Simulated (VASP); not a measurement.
The system is NiSb.

```
CELL_PARAMETERS angstrom
3.94000 0.00000 0.00000
-1.97000 3.41214 0.00000
0.00000 0.00000 5.14000
ATOMIC_POSITIONS crystal
Ni 0.00000 0.00000 0.00000
Ni 0.00000 0.00000 0.50000
Sb 0.33333 0.66667 0.25000
Sb 0.66667 0.33333 0.75000
```

Base run:

| Property | Result |
| --- | --- |
| Program | VASP 6.6.1 |
| Functional | PBE |
| Potentials or basis | VASP PAW PBE potentials, release 64 (Ni, Sb) |
| Cutoff | 520 eV |
| k mesh | 6 × 6 × 4 |
| Occupations | gaussian, width 0.1 eV |
| Spin | no spin polarisation |

Its results: band gap on the k mesh zero (bands 15 and 16 overlap by 3.34 eV); pressure 2.5 GPa.

After a change of settings the same cell gave: band gap on the k mesh zero (bands 15 and 16 overlap by 4.01 eV); pressure -4.3 GPa. Which change was it?
A. cutoff from 520 eV to 600 eV; k mesh from 6 × 6 × 4 to 3 × 3 × 1; further incar settings from ALGO = Normal; EDIFF = 1e-07; NBANDS = 23 to ALGO = Normal; EDIFF = 1e-06; NBANDS = 23
B. hubbard terms from none to Ni d U = 7.7 eV
C. functional from PBE to BLYP; further incar settings from ALGO = Normal; EDIFF = 1e-07; NBANDS = 23 to ALGO = Normal; EDIFF = 1e-06; NBANDS = 23
D. cutoff from 520 eV to 600 eV; k mesh from 6 × 6 × 4 to 3 × 3 × 2; further incar settings from ALGO = Normal; EDIFF = 1e-07; NBANDS = 23 to ALGO = Normal; EDIFF = 1e-06; NBANDS = 23

B.

Caveats: spin-orbit coupling is left out, which moves the levels of the heavy elements; the cell stands under tension (at least some runs); U without spin polarisation on a metal has little footing (at least some runs); the U is typed as a test and isn't derived for this compound (at least some runs).
